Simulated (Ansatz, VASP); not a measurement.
# Two plane-wave programs on NaI

```xyz
2
Lattice="0.0000 3.2364 3.2364 3.2364 0.0000 3.2364 3.2364 3.2364 0.0000" Properties=species:S:1:pos:R:3 pbc="T T T"
Na    0.0000    0.0000    0.0000
I     3.2364    3.2364    3.2364
```

Alike in both runs: task single point; functional PBE; k mesh 10 × 10 × 10; occupations gaussian, width 0.05 eV; no spin polarisation.

|  | VASP | Ansatz |
| --- | --- | --- |
| version | VASP 6.6.1 | Ansatz 0.2.0 |
| potentials or method | VASP PAW PBE potentials, release 64 (Na_pv, I), cutoff 520 eV | scalar-relativistic, plane waves, PAW |
| valence electrons in the cell | 14 | 26 |

|  | VASP | Ansatz | Ansatz less VASP |
| --- | --- | --- | --- |
| gap on the k mesh at the Fermi level (eV) | 3.64 | 3.64 | +0.004 |
| pressure (GPa) | 0.4 | 0.4 | -0.03 |

VASP's potentials hold 14 valence electrons a cell and Ansatz's 26, so a difference there can come from the potentials and not from the codes.

Neither program's run includes spin-orbit coupling.
